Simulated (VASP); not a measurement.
Write the native input for VASP 6.6.1 that does the following.

| Item | Value |
| --- | --- |
| Task | single point |
| Functional | PBE |
| Potentials or basis | VASP PAW PBE potentials, release 64 (N, Ga_d, P) |
| Cutoff | 520 eV |
| k mesh | 8 × 8 × 6 |
| Occupations | fermi-dirac, width 0.02 eV |
| Spin | non-collinear spin, zero start, spin-orbit coupling |
| Starting moments | [[0.0, 0.0, 0.0], [0.0, 0.0, 0.0], [0.0, 0.0, 0.0], [0.0, 0.0, 0.0]] μB |
| Dipole correction | no |
| Further INCAR settings | ALGO = Normal; EDIFF = 1e-07; NBANDS = 50 |

The structure of Ga2PN lies in POSCAR:

```
Ga2PN
1.0
    3.5309103143      0.0000000000      0.0000000000
    0.0000000000      3.5309103143      0.0000000000
    0.0000000000      0.0000000000      4.9571255199
N Ga P
1 2 1
Direct
    0.0000000000      0.0000000000      0.0000000000
    0.0000000000      0.5000000000      0.7927838356
    0.5000000000      0.0000000000      0.2072161644
    0.5000000000      0.5000000000      0.5000000000
```

The input as run:

INCAR

```
PREC = Accurate
ENCUT = 520
EDIFF = 1E-7
ISMEAR = -1
SIGMA = 0.02
LREAL = F
LASPH = T
NELM = 150
ALGO = Normal
ISIF = 2
LWAVE = F
LCHARG = T
MAGMOM = 0 0 0 0 0 0 0 0 0 0 0 0
LORBIT = 11
LSORBIT = T
GGA_COMPAT = F
LORBMOM = T
GGA = PE
LVHAR = T
NBANDS = 50
```

KPOINTS

```
regular mesh
0
Gamma
  8 8 6
```

Potentials or basis: VASP PAW PBE potentials, release 64 (N, Ga_d, P).

Run with:

```console
$ cat potpaw_PBE.64/N/POTCAR potpaw_PBE.64/Ga_d/POTCAR potpaw_PBE.64/P/POTCAR > POTCAR
$ mpirun -np 1 vasp_ncl > vasp.out
```

Results of the run:

* Pressure: 3.8 GPa
* Largest force: 0.036 eV/Å
* Net moment: 0.00 μB per cell
* Valence electrons inside the program's atomic spheres: N 3.63; Ga 11.74; P 2.63

Caveat: the cell stands under pressure.

Run time: 5.1 min on 1 thread of Intel(R) Xeon(R) 6975P-C (Granite Rapids) (shared host), peak memory 0.52 GiB.
